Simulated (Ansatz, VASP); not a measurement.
**HfO2 in VASP and in Ansatz**

```
Hf O
1.0
     5.15190    0.00000    0.00000
     0.00000    5.22004    0.00000
    -0.86435    0.00000    5.24840
Hf O
4 8
Cartesian
  0.8074 2.4028 3.7159
  3.0480 5.0128 4.1567
  3.4802 2.8173 1.5325
  1.2396 0.2072 1.0917
  -0.3496 0.8791 4.4438
  4.2049 3.4891 3.4288
  4.6371 4.3410 0.8046
  0.0826 1.7310 1.8196
  1.4645 3.8728 5.1440
  2.3909 1.2627 2.7286
  2.8230 1.3473 0.1044
  1.8967 3.9573 2.5198
```

Alike in both runs: task single point; functional PBE; dispersion D4; k mesh 5 × 5 × 5; occupations fermi-dirac, width 0.05 eV; no spin polarisation.

|  | VASP | Ansatz |
| --- | --- | --- |
| version | VASP 6.6.1 | Ansatz 0.2.0 |
| potentials or method | VASP PAW PBE potentials, release 64 (Hf_pv, O) | Ansatz PAW |
| plane-wave cutoff (eV) | 520 | 420 |
| valence electrons in the cell | 88 | 152 |

|  | VASP | Ansatz | Ansatz less VASP |
| --- | --- | --- | --- |
| gap on the k mesh at the Fermi level (eV) | 4.09 | 4.14 | +0.043 |
| least direct gap on the mesh (eV) | 4.16 | 4.20 | +0.039 |
| pressure (GPa) | -5.0 | -1.9 | +3.08 |
| traceless stress, the component that is largest in VASP (GPa) | -0.84 | -0.80 | +0.040 |
| rms of the force components (eV/Å) | 0.143 | 0.150 | +0.0079 |

Atom by atom the forces differ by 0.033 eV/Å (rms over components). VASP's potentials hold 88 valence electrons a cell and Ansatz's 152, so a difference there can come from the potentials and not from the codes.

Neither program's run includes spin-orbit coupling. Noted on Ansatz's run: odd divisions of the mesh miss points on the zone boundary, where band edges often lie, so the gap on the mesh can be too wide.
